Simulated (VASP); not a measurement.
Input of a VASP 6.6.1 run:

File INCAR:

```
PREC = Accurate
ENCUT = 600
EDIFF = 1E-6
ISMEAR = 0
SIGMA = 0.05
LREAL = F
LASPH = T
NELM = 200
ALGO = Normal
ISIF = 2
LWAVE = F
LCHARG = T
ISPIN = 2
MAGMOM = 1.9 0.22
LORBIT = 11
LMAXMIX = 4
LDAU = T
LDAUTYPE = 2
LDAUL = 2 -1
LDAUU = 6.2 0
LDAUJ = 0 0
LDAUPRINT = 1
GGA = PE
IVDW = 13
LELF = T
LVHAR = T
NBANDS = 19
GGA_COMPAT = F
```

Contents of KPOINTS:

```
Automatic mesh
0
Gamma
  10 10 10
```

Contents of POSCAR:

```
NiO
1.0
    0.0000000000      2.1031129218      2.1031129218
    2.1031129218      0.0000000000      2.1031129218
    2.1031129218      2.1031129218      0.0000000000
Ni O
1 1
Direct
    0.0000000000      0.0000000000      0.0000000000
    0.5000000000      0.5000000000      0.5000000000
```

Potentials or basis: VASP PAW PBE potentials, release 64 (Ni, O).

Run with:

```bash
$ cat potpaw_PBE.64/Ni/POTCAR potpaw_PBE.64/O/POTCAR > POTCAR
$ mpirun -np 1 vasp_std > vasp.out
```

Task: Predict the site moments.

Result: Ni +1.82; O +0.17 μB.

Task: Estimate the net moment.

Result: 2.00 μB per cell.

Task: Estimate the dispersion energy per atom.

Result: -0.304 eV.

Task: Estimate the band gap on the k mesh.

Result: 2.56 eV, indirect (least direct gap 3.16 eV).

Eigenvalues of the final occupation matrices:
```tsv
site	spin	trace	eigenvalues
site 1 d	1	5.02	0.98 0.98 0.98 1.03 1.03
site 1 d	2	3.22	0.14 0.14 0.98 0.98 0.98
```

Caveat: a cell with one magnetic atom can't hold antiferromagnetic order, which such compounds often take. The state reached can hang on the start; a lower one may exist.
